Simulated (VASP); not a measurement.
# CaO (Fm-3m) in VASP: further runs, part 2 of 3

VASP 6.6.1. Earlier steps stand in the parts before.

## Step 4: Single point, r2SCAN

Contents of POSCAR:

```
CaO
1.0
    0.0000000000      2.3975473901      2.3975473901
    2.3975473901      0.0000000000      2.3975473901
    2.3975473901      2.3975473901      0.0000000000
Ca O
1 1
Direct
    0.0000000000      0.0000000000      0.0000000000
    0.5000000000      0.5000000000      0.5000000000
```

Contents of INCAR.step1:

```
ALGO     = Normal         # electronic algorithm
EDIFF    = 1E-4           # SCF threshold, eV
ENCUT    = 520            # plane-wave cutoff, eV
GGA      = PE             # functional
ISMEAR   = 1              # smearing method
LASPH    = T              # aspherical terms in the spheres
LCHARG   = F              # write CHGCAR
LREAL    = F              # projectors in reciprocal space
LWAVE    = T              # write WAVECAR
NBANDS   = 15             # bands
NELM     = 60             # most SCF steps
PREC     = Accurate       # precision mode
SIGMA    = 0.001          # smearing width, eV
```

Contents of INCAR.step2:

```
ALGO     = Normal         # electronic algorithm
EDIFF    = 1E-6           # SCF threshold, eV
ENCUT    = 520            # plane-wave cutoff, eV
ISIF     = 2              # what is computed and relaxed
ISMEAR   = 1              # smearing method
ISTART   = 1            
LASPH    = T              # aspherical terms in the spheres
LCHARG   = F              # write CHGCAR
LMIXTAU  = T            
LREAL    = F              # projectors in reciprocal space
LWAVE    = F              # write WAVECAR
METAGGA  = R2SCAN         # meta-GGA
NBANDS   = 15             # bands
NELM     = 60             # most SCF steps
PREC     = Accurate       # precision mode
SIGMA    = 0.001          # smearing width, eV
```

Contents of KPOINTS:

```
k-points
0
Gamma
  6 6 6
```

Potentials or basis: VASP PAW PBE potentials, release 64 (Ca_sv, O).

On the command line:

```sh
> cat potpaw_PBE.64/Ca_sv/POTCAR potpaw_PBE.64/O/POTCAR > POTCAR
> cp INCAR.step1 INCAR
> mpirun -np 1 vasp_std > vasp.out
> cp INCAR.step2 INCAR
> mpirun -np 1 vasp_std > vasp.out
```

OUTCAR:

```text
EDIFF = 1E-6
   ENCUT = 520
   ISIF = 2
   ISMEAR = 1
   ISTART = 1
   LASPH = T
   LREAL = F
   METAGGA = R2SCAN
   NELM = 60
   PREC = Accurate

 ion  position               nearest neighbor table
   1  0.000  0.000  0.000-   2 2.40   2 2.40   2 2.40   2 2.40   2 2.40   2 2.40
   2  0.500  0.500  0.500-   1 2.40   1 2.40   1 2.40   1 2.40   1 2.40   1 2.40

  LATTYP: Found a face centered cubic cell.
 ALAT       =     4.7950947802

  Lattice vectors:

 A1 = (   0.0000000000,   2.3975473901,   2.3975473901)
 A2 = (   2.3975473901,   0.0000000000,   2.3975473901)
 A3 = (   2.3975473901,   2.3975473901,   0.0000000000)

Analysis of symmetry for initial positions (statically):
=====================================================================
 Subroutine PRICEL returns:
 Original cell was already a primitive cell.

 Routine SETGRP: Setting up the symmetry group for a
 face centered cubic supercell.

 Subroutine GETGRP returns: Found 48 space group operations
 (whereof 48 operations were pure point group operations)
 out of a pool of 48 trial point group operations.

The static configuration has the point symmetry O_h .

Analysis of symmetry for dynamics (positions and initial velocities):
=====================================================================
 Subroutine PRICEL returns:
 Original cell was already a primitive cell.

 Routine SETGRP: Setting up the symmetry group for a
 face centered cubic supercell.

 Subroutine GETGRP returns: Found 48 space group operations
 (whereof 48 operations were pure point group operations)
 out of a pool of 48 trial point group operations.

The dynamic configuration has the point symmetry O_h .

 Subroutine INISYM returns: Found 48 space group operations
 (whereof 48 operations are pure point group operations),
 and found     1 'primitive' translations

----------------------------------------------------------------------------------------

                                     Primitive cell

  volume of cell :      27.5633

  direct lattice vectors                    reciprocal lattice vectors
     0.000000000  2.397547390  2.397547390    -0.208546451  0.208546451  0.208546451
     2.397547390  0.000000000  2.397547390     0.208546451 -0.208546451  0.208546451
     2.397547390  2.397547390  0.000000000     0.208546451  0.208546451 -0.208546451

  length of vectors
     3.390644036  3.390644036  3.390644036     0.361213049  0.361213049  0.361213049

  position of ions in fractional coordinates (direct lattice)
     0.000000000  0.000000000  0.000000000
     0.500000000  0.500000000  0.500000000

  ion indices of the primitive-cell ions
   primitive index   ion index
                 1           1
                 2           2

----------------------------------------------------------------------------------------

 KPOINTS: k-points

Automatic generation of k-mesh.
 Grid dimensions read from file:
 generate k-points for:    6    6    6

 Generating k-lattice:

  Cartesian coordinates                     Fractional coordinates (reciprocal lattice)
    -0.034757742  0.034757742  0.034757742     0.166666667  0.000000000  0.000000000
     0.034757742 -0.034757742  0.034757742     0.000000000  0.166666667  0.000000000
     0.034757742  0.034757742 -0.034757742     0.000000000  0.000000000  0.166666667

  Length of vectors
     0.060202175  0.060202175  0.060202175

  Shift w.r.t. Gamma in fractional coordinates (k-lattice)
     0.000000000  0.000000000  0.000000000

 Subroutine IBZKPT returns following result:
 ===========================================

 Found     16 irreducible k-points:

 Following reciprocal coordinates:
            Coordinates               Weight
  0.000000  0.000000  0.000000      1.000000
  0.166667  0.000000  0.000000      8.000000
  0.333333  0.000000  0.000000      8.000000
  0.500000  0.000000  0.000000      4.000000
  0.166667  0.166667  0.000000      6.000000
  0.333333  0.166667  0.000000     24.000000
[... 8 lines left out ...]
 -0.333333  0.333333  0.166667     24.000000
 -0.333333  0.500000  0.166667     12.000000
   k-points           NKPTS =     16   k-points in BZ     NKDIM =     16   number of bands    NBANDS=     15
   number of dos      NEDOS =    301   number of ions     NIONS =      2
   total plane-waves  NPLWV =  21952
   dimension x,y,z NGX =    28 NGY =   28 NGZ =   28
   dimension x,y,z NGXF=    56 NGYF=   56 NGZF=   56
   ions per type =               1   1
   NGX,Y,Z   is equivalent  to a cutoff of  13.73, 13.73, 13.73 a.u.
   NGXF,Y,Z  is equivalent  to a cutoff of  27.46, 27.46, 27.46 a.u.
 SYSTEM =  unknown system
   PREC   = accura    normal or accurate (medium, high low for compatibility)
   ISTART =      1    job   : 0-new  1-cont  2-samecut
   ICHARG =      0    charge: 1-file 2-atom 10-const
   ISPIN  =      1    spin polarized calculation?
   LNONCOLLINEAR =      F non collinear calculations
   LSORBIT =      F    spin-orbit coupling
   LASPH  =      T    aspherical Exc in radial PAW
   ENCUT  =  520.0 eV  38.22 Ry    6.18 a.u.   6.30  6.30  6.30*2*pi/ulx,y,z
   NELM   =     60;   NELMIN=  2; NELMDL=  0     # of ELM steps
   EDIFF  = 0.1E-05   stopping-criterion for ELM
   LREAL  =      F    real-space projection
[... 7 lines left out ...]
   TEBEG  =    0.0;   TEEND  =   0.0 temperature during run
   PSTRESS=    0.0 pullay stress
   NELECT =      16.0000    total number of electrons
   NUPDOWN=      -1.0000    fix difference up-down
   EMIN   =  10.00;   EMAX   =-10.00  energy-range for DOS
   EFERMI =   0.00;   METHOD = LEGACY
   ISMEAR =     1;   SIGMA  =   0.00  broadening in eV -4-tet -1-fermi 0-gaus
   EFERMI_NEDOS =   21; number of points for ismear=-14 and -15
   IALGO  =     38    algorithm
   IMIX   =      4    mixing-type and parameters
     AMIX     =   0.40;   BMIX     =  1.00
     AMIX_MAG =   1.60;   BMIX_MAG =  1.00
  volume/ion in A,a.u.               =      13.78        93.00
  Fermi-wavevector in a.u.,A,eV,Ry     =   1.365644  2.580694 25.374656  1.864985
  Thomas-Fermi vector in A             =   2.491855
   LORBIT       =      0    0 simple, 1 ext, 2 COOP (PROOUT), +10 PAW based schemes
   METAGGA = R2SCAN    functional components
   LHFCALC =     F    Hartree Fock is set to
   AEXX    =    0.0000 exact exchange contribution
   IVDW    =     0    specifies the selected vdW correction
   LEPSILON=     F    determine dielectric tensor
   LRPA    =     F    only Hartree local field effects (RPA)
 non-spin polarized calculation
 Methfessel and Paxton  Order N= 1 SIGMA  =   0.00
  energy-cutoff  :      520.00
  volume of cell :       27.56
 maximum number of plane-waves:       754
 NGX is ok and might be reduce to    28
   NGX = 13   NGY = 13   NGZ = 13

 number of electron      15.9999997 magnetization

 Free energy of the ion-electron system (eV)
  ---------------------------------------------------
  ext. energy  EPLUGINS =         0.00000000
  ---------------------------------------------------
  free energy    TOTEN  =       -19.45302607 eV

  energy without entropy =      -19.45302607  energy(sigma->0) =      -19.45302607

 E-fermi :   2.1251     XC(G=0): -11.1120

 val. band max:        2.0550001376   @ k =   0.0000   0.0000   0.0000
 cond. band min:       6.2418613462   @ k =   0.5000   0.5000   0.0000
 fundamental gap:      4.1868612085
 Fermi energy:         2.1250637264

 k-point     1 :       0.0000    0.0000    0.0000
  band No.  band energies     occupation
      1     -36.9712      2.00000
      2     -16.8580      2.00000
      3     -16.8580      2.00000
      4     -16.8580      2.00000
      5     -14.4320      2.00000
      6       2.0550      2.00000
      7       2.0550      2.00000
      8       2.0550      2.00000
      9       7.5435      0.00000
     10       8.9256      0.00000
     11       8.9257      0.00000
     12       8.9257      0.00000
     13      10.5337      0.00000
     14      10.5337      0.00000
     15      17.8744      0.00000
[... 253 lines left out ...]
 k-point    16 :      -0.3333    0.5000    0.1667
  band No.  band energies     occupation
      1     -36.8348      2.00000
      2     -17.3748      2.00000
      3     -17.2906      2.00000
      4     -17.1859      2.00000
      5     -13.8664      2.00000
      6       0.8565      2.00000
      7       0.9774      2.00000
      8       1.2614      2.00000
      9       7.6631      0.00000
     10      10.4218      0.00000
     11      11.1594      0.00000
     12      12.3431      0.00000
     13      12.5612      0.00000
     14      15.9347      0.00000
     15      16.9183      0.00000

------------------------ aborting loop because EDIFF is reached ----------------------------------------

  FORCE on cell =-STRESS in cart. coord.  units (eV):
  Direction    XX          YY          ZZ          XY          YZ          ZX
  --------------------------------------------------------------------------------------
  -------------------------------------------------------------------------------------
  Total        0.1782601      0.1782601      0.1782601     -0.0000000      0.0000000      0.0000000
  in kB       10.3617519     10.3617519     10.3617519     -0.0000000      0.0000000      0.0000000
  external PRESSURE =      10.3617519 kB  Pullay stress =       0.0000000 kB

 VOLUME and BASIS-vectors are now :
 -----------------------------------------------------------------------------
  energy-cutoff  :      520.00
  volume of cell :       27.56
      direct lattice vectors                 reciprocal lattice vectors
     0.000000000  2.397547390  2.397547390    -0.208546451  0.208546451  0.208546451
     2.397547390  0.000000000  2.397547390     0.208546451 -0.208546451  0.208546451
     2.397547390  2.397547390  0.000000000     0.208546451  0.208546451 -0.208546451

 POSITION                                       TOTAL-FORCE (eV/Angst)
 -----------------------------------------------------------------------------------
      0.00000      0.00000      0.00000        -0.000000     -0.000000      0.000000
      2.39755      2.39755      2.39755         0.000000      0.000000     -0.000000
 -----------------------------------------------------------------------------------
    total drift:                                0.000000      0.000000      0.000000

  FREE ENERGIE OF THE ION-ELECTRON SYSTEM (eV)
  ---------------------------------------------------
  free  energy   TOTEN  =       -19.4530260651 eV

  energy  without entropy=      -19.4530260651  energy(sigma->0) =      -19.45302607
```

Run time: 54 s. Hardware: 1 thread of Intel Xeon 8259CL, shared host; peak memory 0.16 GiB.

Results:

- Free energy: -19.4530 eV
- Pressure: 1.0 GPa
- Band gap on the k mesh: 4.19 eV (least direct gap 4.56 eV)

Levels at points of the mesh, in eV from the valence-band top:
| k point | band 4 | band 5 | band 6 | band 7 | band 8 | band 9 | band 10 | band 11 | band 12 | band 13 |
| --- | --- | --- | --- | --- | --- | --- | --- | --- | --- | --- |
| (0.00, 0.00, 0.00) | -18.91 | -16.49 | 0.00 | 0.00 | 0.00 | 5.49 | 6.87 | 6.87 | 6.87 | 8.48 |
| (0.50, 0.00, 0.00) | -18.96 | -15.18 | -2.62 | -1.21 | -1.21 | 7.73 | 9.09 | 9.09 | 9.27 | 11.25 |
| (0.50, 0.50, 0.00) | -19.14 | -16.27 | -1.29 | -0.37 | -0.37 | 4.19 | 8.82 | 9.67 | 10.28 | 10.28 |

Caveat: the PAW data sets were made with another functional, which shifts forces and pressure a little.

[end of part 2 of 3]
